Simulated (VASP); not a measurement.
Runs of VASP 6.6.1 on Be2C. The structure is that of space group Fm-3m (No. 225), or close to it. The cells are those of the table. 

```csv
task,cell,gap on the mesh (eV),pressure (GPa)
single point,"a = 3.055 Å, angles 60.0°, 3 atoms",1.53,0.8
relaxation of cell and atoms,"relaxed to 20 GPa from a = 3.062 Å, angles 60.0°, 3 atoms",1.57,20.0
single point,"a = 2.971 Å, angles 60.0°, 3 atoms",1.57,20.8
single point,"a = 3.010 Å, angles 60.0°, 3 atoms",1.55,10.8
relaxation of cell and atoms,"relaxed to 10 GPa from a = 3.062 Å, angles 60.0°, 3 atoms",1.55,10.0
relaxation of cell and atoms,"relaxed to 5 GPa from a = 3.062 Å, angles 60.0°, 3 atoms",1.54,5.0
relaxation of cell and atoms,"relaxed from a = 3.062 Å, angles 60.0°, 3 atoms",(b),0.1
single point,"a = 3.032 Å, angles 60.0°, 3 atoms",1.54,(a)
```

Alike in all rows: level r2SCAN; potentials or basis VASP PAW PBE potentials, release 64 (Be, C); no spin polarisation; k mesh 8 × 8 × 8; cutoff (eV) 660; smearing gaussian 0.01 eV.

Q: Fill in the values left out.

A: (a) 5.8; (b) 1.52.

Caveats: the PAW data sets were made with another functional, which shifts forces and pressure a little; the cell is relaxed towards a set pressure, so the run minimises the enthalpy, not the energy (at least some runs); the cell stands under pressure (at least some runs).

A k mesh can miss the band edges.
